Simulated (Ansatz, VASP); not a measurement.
# TiAl: VASP beside Ansatz

```
Ti Al
1.0
     2.88097    0.00000    0.00000
    -1.44048    2.49499    0.00000
     0.00000    0.00000    4.64841
Ti Al
1 1
Cartesian
  0.0000 0.0000 0.0000
  0.0000 1.6633 2.3242
```

Alike in both runs: functional PBE; k mesh 18 × 18 × 10; occupations gaussian, width 0.1 eV; no spin polarisation.

Ansatz relaxed the structure, and its values are those at the end. VASP's run is a single point on that final structure, the one shown.

|  | VASP | Ansatz |
| --- | --- | --- |
| version | VASP 6.6.1 | Ansatz 0.2.0 |
| potentials or method | VASP PAW PBE potentials, release 64 (Ti_sv, Al), cutoff 500 eV | scalar-relativistic, plane waves, PAW |
| valence electrons in the cell | 15 | 15 |

|  | VASP | Ansatz | Ansatz less VASP |
| --- | --- | --- | --- |
| gap on the k mesh at the Fermi level (eV) | none | none | - |
| pressure (GPa) | 0.0 | 0.0 | +0.04 |

A gap of «none» marks a metal or a gap that the smearing closes. With one functional, cell and mesh, what is left measures potentials, basis and numerics.
